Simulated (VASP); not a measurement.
Input of a VASP 6.6.1 run:

The input INCAR:

```
PREC = Accurate
ENCUT = 520
EDIFF = 1E-6
ISMEAR = -1
SIGMA = 0.05
LREAL = False
LASPH = True
NELM = 60
ALGO = Normal
ISIF = 2
LWAVE = False
LCHARG = False
GGA = PE
NBANDS = 24
```

The input KPOINTS:

```
Automatic mesh
0
Gamma
  8 8 5
```

Contents of POSCAR:

```
KI
1.0
    6.0861433935      0.0000000000      0.0000000000
   -3.0430716968      5.2707547898      0.0000000000
    0.0000000000      0.0000000000      7.1187877264
K I
2 2
Direct
    0.3333333333      0.6666666667     -0.0620062688
    0.6666666667      0.3333333333      0.4379937312
    0.3333333333      0.6666666667      0.4380062688
    0.6666666667      0.3333333333      0.9380062688
```

Potentials or basis: VASP PAW PBE potentials, release 64 (K_sv, I).

The run is started by

```sh
$ cat potpaw_PBE.64/K_sv/POTCAR potpaw_PBE.64/I/POTCAR > POTCAR
$ mpirun -np 1 vasp_std > vasp.out
```

Task: Predict the pressure.

Result: 0.0 GPa.

Task: Estimate the band gap on the k mesh.

Result: 3.75 eV.

Caveat: spin-orbit coupling is left out, which moves the levels of the heavy elements; an odd mesh through Γ misses points on the zone boundary, where band edges can lie.
